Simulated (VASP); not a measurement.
# Pt (P6_3/mmc) in VASP: notebook

Runs on Pt. Level: LDA. Tasks: single point.

Everything below comes from runs of VASP 6.6.1. Logs are shortened: lines on timing, memory, paths and dates and some standing lists are left out, and cuts for length are marked.

## (1) The cell of the first run

Symmetry: P6_3/mmc, No. 194, hexagonal system. Conventional cell: a = 2.825 Å, b = 2.825 Å, c = 4.878 Å, α = 90.00°, β = 90.00°, γ = 120.00°. Within 3.7 Å of Pt (site symmetry -6m2) lie 12 Pt at 2.83 to 2.93 Å.

This isn't the form of Pt at room conditions, which is fcc.

## (2) Single point, LDA, collinear spin (16.86 Å³/atom)

The input, INCAR:

```
ALGO = Normal
EDIFF = 1E-6
ENCUT = 570
GGA_COMPAT = False
ISIF = 2
ISMEAR = 0
ISPIN = 2
LASPH = True
LCHARG = True
LELF = True
LMAXMIX = 4
LORBIT = 11
LREAL = False
LVHAR = True
LWAVE = False
MAGMOM = 0.05 0.05
NBANDS = 29
NELM = 200
NUPDOWN = 0.1
PREC = Accurate
SIGMA = 0.15
```

The input, KPOINTS:

```
k-points
0
Gamma
  21 21 10
```

The input, POSCAR:

```
Pt
1.0
    2.8250521638      0.0000000000      0.0000000000
   -1.4125260819      2.4465669409      0.0000000000
    0.0000000000      0.0000000000      4.8781199007
Pt
2
Direct
    0.6666666667      0.3333333333      0.7500000000
    0.3333333333      0.6666666667      0.2500000000
```

Potentials or basis: VASP PAW LDA potentials, release 64 (Pt_sv_GW).

The run is started by

```console
$ cat potpaw_LDA.64/Pt_sv_GW/POTCAR > POTCAR
$ mpirun -np 1 vasp_std > vasp.out
```

OUTCAR:

```text
EDIFF = 1E-6
   ENCUT = 570
   ISIF = 2
   ISMEAR = 0
   ISPIN = 2
   LASPH = True
   LORBIT = 11
   LREAL = False
   NELM = 200
   NUPDOWN = 0.1
   PREC = Accurate

 ion  position               nearest neighbor table
   1  0.667  0.333  0.750-   2 2.93   2 2.93   2 2.93   2 2.93   2 2.93   2 2.93
   2  0.333  0.667  0.250-   1 2.93   1 2.93   1 2.93   1 2.93   1 2.93   1 2.93

  LATTYP: Found a hexagonal cell.
 ALAT       =     2.8250521638
 C/A-ratio  =     1.7267362222

  Lattice vectors:

 A1 = (   2.8250521638,   0.0000000000,   0.0000000000)
 A2 = (  -1.4125260819,   2.4465669409,   0.0000000000)
 A3 = (   0.0000000000,   0.0000000000,   4.8781199007)

Analysis of symmetry for initial positions (statically):
=====================================================================
 Subroutine PRICEL returns:
 Original cell was already a primitive cell.

 Routine SETGRP: Setting up the symmetry group for a
 hexagonal supercell.

 Subroutine GETGRP returns: Found 24 space group operations
 (whereof 12 operations were pure point group operations)
 out of a pool of 24 trial point group operations.

The static configuration has the point symmetry D_3d.
 The point group associated with its full space group is D_6h.

Analysis of symmetry for dynamics (positions and initial velocities):
=====================================================================
 Subroutine PRICEL returns:
 Original cell was already a primitive cell.

 Routine SETGRP: Setting up the symmetry group for a
 hexagonal supercell.

 Subroutine GETGRP returns: Found 24 space group operations
 (whereof 12 operations were pure point group operations)
 out of a pool of 24 trial point group operations.

The dynamic configuration has the point symmetry D_3d.
 The point group associated with its full space group is D_6h.

Analysis of structural, dynamic, and magnetic symmetry:
=====================================================================
 Subroutine PRICEL returns:
 Original cell was already a primitive cell.

 Routine SETGRP: Setting up the symmetry group for a
 hexagonal supercell.

 Subroutine GETGRP returns: Found 24 space group operations
 (whereof 12 operations were pure point group operations)
 out of a pool of 24 trial point group operations.

The overall configuration has the point symmetry D_3d.
 The point group associated with its full space group is D_6h.

 Subroutine INISYM returns: Found 24 space group operations
 (whereof 12 operations are pure point group operations),
 and found     1 'primitive' translations

----------------------------------------------------------------------------------------

                                     Primitive cell

  volume of cell :      33.7160

  direct lattice vectors                    reciprocal lattice vectors
     2.825052164  0.000000000  0.000000000     0.353975765  0.204368003  0.000000000
    -1.412526082  2.446566941  0.000000000     0.000000000  0.408736006  0.000000000
     0.000000000  0.000000000  4.878119901     0.000000000  0.000000000  0.204997011

  length of vectors
     2.825052164  2.825052164  4.878119901     0.408736006  0.408736006  0.204997011

  position of ions in fractional coordinates (direct lattice)
     0.666666667  0.333333333  0.750000000
     0.333333333  0.666666667  0.250000000

  ion indices of the primitive-cell ions
   primitive index   ion index
                 1           1
                 2           2

----------------------------------------------------------------------------------------

 KPOINTS: k-points

Automatic generation of k-mesh.
 Grid dimensions read from file:
 generate k-points for:   21   21   10

 Generating k-lattice:

  Cartesian coordinates                     Fractional coordinates (reciprocal lattice)
     0.016855989  0.009731810  0.000000000     0.047619048  0.000000000  0.000000000
     0.000000000  0.019463619  0.000000000     0.000000000  0.047619048  0.000000000
     0.000000000  0.000000000  0.020499701     0.000000000  0.000000000  0.100000000

  Length of vectors
     0.019463619  0.019463619  0.020499701

  Shift w.r.t. Gamma in fractional coordinates (k-lattice)
     0.000000000  0.000000000  0.000000000

 Subroutine IBZKPT returns following result:
 ===========================================

 Found    288 irreducible k-points:

 Following reciprocal coordinates:
            Coordinates               Weight
  0.000000  0.000000  0.000000      1.000000
  0.047619  0.000000  0.000000      6.000000
  0.095238  0.000000  0.000000      6.000000
  0.142857  0.000000  0.000000      6.000000
  0.190476  0.000000  0.000000      6.000000
  0.238095  0.000000  0.000000      6.000000
[... 16 lines left out ...]
  0.142857  0.095238  0.000000     12.000000
  0.190476  0.095238  0.000000     12.000000
 [... further k-points ...]
   k-points           NKPTS =    288   k-points in BZ     NKDIM =    288   number of bands    NBANDS=     29
   number of dos      NEDOS =    301   number of ions     NIONS =      2
   total plane-waves  NPLWV =  23040
   dimension x,y,z NGX =    24 NGY =   24 NGZ =   40
   dimension x,y,z NGXF=    48 NGYF=   48 NGZF=   80
   ions per type =               2
   NGX,Y,Z   is equivalent  to a cutoff of  14.12, 14.12, 13.63 a.u.
   NGXF,Y,Z  is equivalent  to a cutoff of  28.25, 28.25, 27.26 a.u.
 SYSTEM =  unknown system
   PREC   = accura    normal or accurate (medium, high low for compatibility)
   ISTART =      0    job   : 0-new  1-cont  2-samecut
   ICHARG =      2    charge: 1-file 2-atom 10-const
   ISPIN  =      2    spin polarized calculation?
   LNONCOLLINEAR =      F non collinear calculations
   LSORBIT =      F    spin-orbit coupling
   LASPH  =      T    aspherical Exc in radial PAW
   ENCUT  =  570.0 eV  41.89 Ry    6.47 a.u.   5.50  5.50  9.50*2*pi/ulx,y,z
   NELM   =    200;   NELMIN=  2; NELMDL= -5     # of ELM steps
   EDIFF  = 0.1E-05   stopping-criterion for ELM
   LREAL  =      F    real-space projection
   EDIFFG = 0.1E-04   stopping-criterion for IOM
   NSW    =      0    number of steps for IOM
   IBRION =     -1    ionic relax: 0-MD 1-quasi-New 2-CG
   NFREE  =      0    steps in history (QN), initial steepest desc. (CG)
   ISIF   =      2    stress and relaxation
   ISYM   =      2    0-nonsym 1-usesym 2-fastsym
   POTIM  = 0.5000    time-step for ionic-motion
   TEBEG  =    0.0;   TEEND  =   0.0 temperature during run
   PSTRESS=    0.0 pullay stress
   NELECT =      36.0000    total number of electrons
   NUPDOWN=       0.1000    fix difference up-down
   EMIN   =  10.00;   EMAX   =-10.00  energy-range for DOS
   EFERMI =   0.00;   METHOD = LEGACY
   ISMEAR =     0;   SIGMA  =   0.15  broadening in eV -4-tet -1-fermi 0-gaus
   EFERMI_NEDOS =   21; number of points for ismear=-14 and -15
   IALGO  =     38    algorithm
   IMIX   =      4    mixing-type and parameters
     AMIX     =   0.40;   BMIX     =  1.00
     AMIX_MAG =   1.60;   BMIX_MAG =  1.00
  volume/ion in A,a.u.               =      16.86       113.76
  Fermi-wavevector in a.u.,A,eV,Ry     =   1.673261  3.162005 38.093617  2.799802
  Thomas-Fermi vector in A             =   2.758263
   LORBIT       =     11    0 simple, 1 ext, 2 COOP (PROOUT), +10 PAW based schemes
   GGA     = CA    functional components
   LHFCALC =     F    Hartree Fock is set to
   AEXX    =    0.0000 exact exchange contribution
   IVDW    =     0    specifies the selected vdW correction
   LEPSILON=     F    determine dielectric tensor
   LRPA    =     F    only Hartree local field effects (RPA)
 spin polarized calculation
 Gauss-broadening in eV      SIGMA  =   0.15
  energy-cutoff  :      570.00
  volume of cell :       33.72
 maximum number of plane-waves:      1075
 NGX is ok and might be reduce to    24
   NGX = 11   NGY = 11   NGZ = 19

 number of electron      36.0000001 magnetization       0.1000000

 Free energy of the ion-electron system (eV)
  ---------------------------------------------------
  ext. energy  EPLUGINS =         0.00000000
  ---------------------------------------------------
  free energy    TOTEN  =       -14.17887356 eV

  energy without entropy =      -14.12904324  energy(sigma->0) =      -14.15395840

 E-fermi :   8.4947     XC(G=0): -13.6606

 val. band max:        8.5087046683   @ k =   0.3810   0.0000   0.1000
 cond. band min:       8.4950234748   @ k =   0.4286   0.0952   0.0000
 fundamental gap:     -0.0136811935
 Fermi energy:         8.5092043665

 spin component 1

 k-point     1 :       0.0000    0.0000    0.0000
  band No.  band energies     occupation
      1     -89.3852      1.00000
      2     -89.3696      1.00000
      3     -43.8150      1.00000
      4     -43.6839      1.00000
      5     -43.6839      1.00000
      6     -43.6526      1.00000
[... 21 lines left out ...]
     28      30.5128      0.00000
     29      31.8669      0.00000
[... 705 lines left out ...]
 k-point    24 :       0.1905    0.0952    0.0000
  band No.  band energies     occupation
      1     -89.3737      1.00000
      2     -89.3633      1.00000
      3     -43.8227      1.00000
      4     -43.8015      1.00000
      5     -43.7636      1.00000
      6     -43.7276      1.00000
[... 21 lines left out ...]
     28      28.7414      0.00000
     29      29.3821      0.00000

 [... further k-points ...]

 spin component 2

 k-point     1 :       0.0000    0.0000    0.0000
  band No.  band energies     occupation
      1     -89.3601      1.00000
      2     -89.3445      1.00000
      3     -43.7851      1.00000
      4     -43.6546      1.00000
      5     -43.6546      1.00000
      6     -43.6232      1.00000
[... 21 lines left out ...]
     28      30.5222      0.00000
     29      31.8734      0.00000
[... 705 lines left out ...]
 k-point    24 :       0.1905    0.0952    0.0000
  band No.  band energies     occupation
      1     -89.3486      1.00000
      2     -89.3383      1.00000
      3     -43.7934      1.00000
      4     -43.7723      1.00000
      5     -43.7337      1.00000
      6     -43.6983      1.00000
[... 21 lines left out ...]
     28      28.7529      0.00000
     29      29.3952      0.00000

 [... further k-points ...]

------------------------ aborting loop because EDIFF is reached ----------------------------------------

  FORCE on cell =-STRESS in cart. coord.  units (eV):
  Direction    XX          YY          ZZ          XY          YZ          ZX
  --------------------------------------------------------------------------------------
  -------------------------------------------------------------------------------------
  Total       -5.9300539     -5.9300539     -5.4232669     -0.0000000     -0.0000000      0.0000000
  in kB     -281.7949315   -281.7949315   -257.7125192     -0.0000000     -0.0000000      0.0000000
  external PRESSURE =    -273.7674607 kB  Pullay stress =       0.0000000 kB

 VOLUME and BASIS-vectors are now :
 -----------------------------------------------------------------------------
  energy-cutoff  :      570.00
  volume of cell :       33.72
      direct lattice vectors                 reciprocal lattice vectors
     2.825052164  0.000000000  0.000000000     0.353975765  0.204368003  0.000000000
    -1.412526082  2.446566941  0.000000000     0.000000000  0.408736006  0.000000000
     0.000000000  0.000000000  4.878119901     0.000000000  0.000000000  0.204997011

 POSITION                                       TOTAL-FORCE (eV/Angst)
 -----------------------------------------------------------------------------------
      1.41253      0.81552      3.65859         0.000000      0.000000      0.000000
     -0.00000      1.63104      1.21953        -0.000000     -0.000000      0.000000
 -----------------------------------------------------------------------------------
    total drift:                                0.000000     -0.000000      0.000000

  FREE ENERGIE OF THE ION-ELECTRON SYSTEM (eV)
  ---------------------------------------------------
  free  energy   TOTEN  =       -14.1788735590 eV

  energy  without entropy=      -14.1290432393  energy(sigma->0) =      -14.15395840

 total charge

# of ion       s       p       d       f       tot
--------------------------------------------------
    1        4.027   6.064   7.807   0.015  17.913
    2        4.027   6.064   7.807   0.015  17.913
--------------------------------------------------
tot          8.054  12.128  15.614   0.030  35.826

 magnetization (x)

# of ion       s       p       d       f       tot
--------------------------------------------------
    1        0.002   0.000   0.051   0.000   0.053
    2        0.002   0.000   0.051   0.000   0.053
--------------------------------------------------
tot          0.004   0.000   0.102   0.000   0.106
```

Wall time 2.8 min (1 thread of Intel Xeon 6975P-C (Granite Rapids), shared host); peak memory 0.5 GiB.

Results:

```yaml
Free_energy: -14.1789 eV
Pressure: -27.4 GPa
Net_moment: 0.10 μB per cell
Site_moments: Pt +0.05 μB
Valence_electrons_inside_the_program's_atomic_spheres: Pt 17.91
```

Stress tensor (GPa, compression positive):
```
-28.18   0.00   0.00
  0.00 -28.18   0.00
  0.00   0.00 -25.77
```

Caveat: the cell stands under tension; spin-orbit coupling is left out, which moves the levels of the heavy elements; the total moment is fixed, so each spin has its own Fermi level and the state may be an excited one.

## (3) Single point, LDA, collinear spin (16.86 Å³/atom)

The input, INCAR:

```
SYSTEM = Pt
PREC     = Accurate       ! precision mode
ENCUT    = 570            ! plane-wave cutoff, eV
EDIFF    = 1E-6           ! SCF threshold, eV
ISMEAR   = 0              ! smearing method
SIGMA    = 0.15           ! smearing width, eV
LREAL    = .FALSE.        ! projectors in reciprocal space
LASPH    = .TRUE.         ! aspherical terms in the spheres
NELM     = 200            ! most SCF steps
ALGO     = Normal         ! electronic algorithm
ISIF     = 2              ! what is computed and relaxed
LWAVE    = .FALSE.        ! write WAVECAR
LCHARG   = .FALSE.        ! write CHGCAR
ISPIN    = 2              ! spin polarisation
MAGMOM   = 0.35 0.35      ! initial moments
LORBIT   = 11             ! projections on sites
NUPDOWN  = 0.7            ! fixed moment
LMAXMIX  = 4              ! l up to which the mixer works
NBANDS   = 29             ! bands
GGA_COMPAT= .FALSE.
```

The input, KPOINTS:

```
regular mesh
0
G
  21 21 10
  0 0 0
```

POSCAR is that of step 2.

Potentials or basis: VASP PAW LDA potentials, release 64 (Pt_sv_GW).

The run is started by

```console
$ cat potpaw_LDA.64/Pt_sv_GW/POTCAR > POTCAR
$ mpirun -np 1 vasp_std > vasp.out
```

Run time: 4.1 min. Hardware: 1 thread of AMD EPYC 9R45 (Zen 5), shared host; peak memory 0.47 GiB.

The run converged. Its results:

* Free energy: -14.1596 eV
* Pressure: -27.0 GPa
* Net moment: 0.70 μB per cell
* Site moments: Pt +0.37 μB
* Valence electrons inside the program's atomic spheres: Pt 17.91

Stress tensor (GPa, compression positive):
```
-27.32   0.00   0.00
  0.00 -27.32   0.00
  0.00   0.00 -26.31
```

Caveat: the cell stands under tension; spin-orbit coupling is left out, which moves the levels of the heavy elements; the total moment is fixed, so each spin has its own Fermi level and the state may be an excited one.
